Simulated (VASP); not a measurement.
CaSe, 2 atoms in the cell. It takes space group Pm-3m (No. 221, cubic). Conventional cell: a = 3.635 Å, b = 3.635 Å, c = 3.635 Å, α = 90.00°, β = 90.00°, γ = 90.00°. Ca (site symmetry m-3m) has 8 Se at 3.15 Å and 6 Ca at 3.63 Å within 4.1 Å. Se (site symmetry m-3m) has 8 Ca at 3.15 Å and 6 Se at 3.63 Å within 4.1 Å. 

* Program: VASP 6.6.1
* Task: single point
* Functional: HSE06
* Potentials or basis: VASP PAW PBE potentials, release 64 (Ca_sv, Se)
* Cutoff: 520 eV
* k mesh: 4 × 4 × 4
* Occupations: gaussian, width 0.01 eV
* Spin: no spin polarisation
* Dipole correction: no
* Grid for exact exchange (PRECFOCK): Normal
* Further INCAR settings: ALGO = Normal; EDIFF = 1e-06; NBANDS = 15
* Screening parameter: 0.2079 1/Å

Potentials or basis: VASP PAW PBE potentials, release 64 (Ca_sv, Se).

Launch:

```bash
$ cat potpaw_PBE.64/Ca_sv/POTCAR potpaw_PBE.64/Se/POTCAR > POTCAR
$ cp INCAR.step1 INCAR
$ mpirun -np 1 vasp_std > vasp.out
$ cp INCAR.step2 INCAR
$ mpirun -np 1 vasp_std > vasp.out
```

Hardware: 1 thread of AMD EPYC 7R43 64-Core Processor (Zen 3) (shared host).

Estimate the wall time of this run.

It took 16 min on 1 thread of AMD EPYC 7R43 64-Core Processor (Zen 3) (shared host), peak memory 0.23 GiB. Counts: k points 10.
